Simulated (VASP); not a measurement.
ZnCu: single point with PBE

The system is ZnCu.

```xyz
2
Lattice="2.9267 0.0000 0.0000 0.0000 2.9267 0.0000 0.0000 0.0000 2.9267" Properties=species:S:1:pos:R:3 pbc="T T T"
Cu    0.0000    0.0000    0.0000
Zn    1.4633    1.4633    1.4633
```

```
Program                 : VASP 6.6.1
Task                    : single point
Functional              : PBE
Potentials or basis     : VASP PAW PBE potentials, release 64 (Cu, Zn)
Cutoff                  : 520 eV
k mesh                  : 11 × 11 × 11
Occupations             : gaussian, width 0.0795 eV
Spin                    : no spin polarisation
Dipole correction       : no
k mesh for the DOS      : 17 × 17 × 17
Occupations for the DOS : tetrahedron
Further INCAR settings  : ALGO = Normal; EDIFF = 1e-06; NBANDS = 18
```

* Valence electrons inside the program's atomic spheres: Cu 10.01; Zn 10.86

Levels at points of the mesh, in eV from the Fermi level:
```
           k point  band 9  band 10  band 11  band 12  band 13  band 14
(0.00, 0.00, 0.00)   -2.78    -2.78    -2.78     6.29     6.29     6.29
```

Wall time 85 s on 1 thread of Intel Xeon 8259CL, with other jobs on the host, peak memory 0.19 GiB.
